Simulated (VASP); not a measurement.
Wanted: the native input for a VASP 6.6.1 run.

| Property | Result |
| --- | --- |
| Task | single point |
| Functional | PBE |
| Potentials or basis | VASP PAW PBE potentials, release 64 (Sb) |
| Cutoff | 520 eV |
| k mesh | 19 × 19 × 19 |
| Occupations | fermi-dirac, width 0.05 eV |
| Spin | no spin polarisation |
| Dipole correction | no |
| Further INCAR settings | ALGO = Normal; EDIFF = 1e-06; NBANDS = 8 |

The structure of Sb lies in POSCAR:

```
Sb
1.0
   -1.5050000000      1.5050000000      2.5544000000
    1.5050000000     -1.5050000000      2.5544000000
    1.5050000000      1.5050000000     -2.5544000000
Sb
1
Direct
    0.0000000000      0.0000000000      0.0000000000
```

This cell differs from its parent crystal: zz strain of +3 %.

These files were run (other wordings do the same):

INCAR

```
PREC = Accurate
ENCUT = 520
EDIFF = 1E-6
ISMEAR = -1
SIGMA = 0.05
LREAL = False
LASPH = True
NELM = 60
ALGO = Normal
ISIF = 2
LWAVE = False
LCHARG = False
GGA = PE
NBANDS = 8
```

KPOINTS

```
Automatic mesh
0
Gamma
  19 19 19
```

Potentials or basis: VASP PAW PBE potentials, release 64 (Sb).

Launch:

```console
$ cat potpaw_PBE.64/Sb/POTCAR > POTCAR
$ mpirun -np 1 vasp_std > vasp.out
```

It gave:

```json
{
  "Pressure": "15.8 GPa",
  "Band gap on the k mesh": "zero (an odd number of electrons rules out a gap without spin polarisation)"
}
```

Caveat: the cell differs from its parent crystal (zz strain of +3 %); the cell stands under pressure; spin-orbit coupling is left out, which moves the levels of the heavy elements.

Wall time 2.3 min on 1 thread of AMD EPYC 7R13 (shared host), peak memory 0.21 GiB.
